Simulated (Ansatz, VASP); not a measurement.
## Two plane-wave programs on PbO2

The input INCAR:

```
SYSTEM = PbO2
  PREC = Accurate
  ENCUT = 600
  EDIFF = 1E-7
  ISMEAR = 0
  SIGMA = 0.1
  LREAL = .FALSE.
  LASPH = .TRUE.
  NELM = 120
  ALGO = Normal
  ISIF = 3
  LWAVE = .FALSE.
  LCHARG = .FALSE.
  GGA = CA
  IBRION = 2
  NSW = 80
  EDIFFG = -0.01
  GGA_COMPAT = .FALSE.
  NELMIN = 4
```

Contents of KPOINTS:

```
regular mesh
0
G
  8 8 10
  0 0 0
```

The input POSCAR:

```
PbO2
1.0
    4.9345698160      0.0000000000      0.0000000000
    0.0000000000      4.9366452727      0.0000000000
    0.0000000000      0.0000000000      3.3893869458
Pb O
2 4
Direct
    0.5000000000      0.5000000000      0.5000000000
    0.0000000000      0.0000000000      0.0000000000
    0.3069575354      0.3078986892      0.0000000000
    0.8069575354      0.1921013108      0.5000000000
    0.1930424646      0.8078986892      0.5000000000
    0.6930424646      0.6921013108      0.0000000000
```

Input for Ansatz:

```yaml
crystal:
  lattice:
    - [4.934569816, 0.0, 0.0]
    - [0.0, 4.9366452727, 0.0]
    - [0.0, 0.0, 3.3893869458]
  atoms:
    - { symbol: Pb, position: [0.5, 0.5, 0.5] }
    - { symbol: Pb, position: [0.0, 0.0, 0.0] }
    - { symbol: O, position: [0.3069575354, 0.3078986892, 0.0] }
    - { symbol: O, position: [0.8069575354, 0.1921013108, 0.5] }
    - { symbol: O, position: [0.1930424646, 0.8078986892, 0.5] }
    - { symbol: O, position: [0.6930424646, 0.6921013108, 0.0] }
basis:
  ecutwfc: 420
kpoints:
  mp_grid: { grid: [8, 8, 10] }
hamiltonian:
  xc: lda
scf:
  occupations: { method: gaussian, width: 0.1 }
output:
  forces: true
  stress: true
  eigenvalues: true
  write_density: true
  write_potential: true
  elf: true
  volumetric_format: npy
relax:
  adjacent_minimum: "off"
  f_tol: 0.01
  max_steps: 60
  cell: { stress_tol: 0.1 }
```

Alike in both runs: task relaxation of cell and atoms; functional LDA; k mesh 8 × 8 × 10; occupations gaussian, width 0.1 eV; no spin polarisation.

|  | VASP | Ansatz |
| --- | --- | --- |
| version | VASP 6.6.1 | Ansatz 0.2.0 |
| potentials or method | VASP PAW LDA potentials, release 64 (Pb_d, O), cutoff 600 eV | scalar-relativistic, plane waves, PAW |
| valence electrons in the cell | 52 | 52 |

```tsv
	VASP	Ansatz	Ansatz less VASP
gap on the k mesh at the Fermi level, each at its own relaxed structure (eV)	none	none	-
relaxed volume (Å³/atom)	13.80	13.77	-0.027
relaxed length of the cell vector where the two differ most in proportion (Å)	3.394	3.390	-0.0042
```

LDA's correlation is that of Perdew and Zunger in VASP and of Perdew and Wang (1992) in Ansatz. A gap of «none» marks a metal or a gap that the smearing closes.

Neither program's run includes spin-orbit coupling.
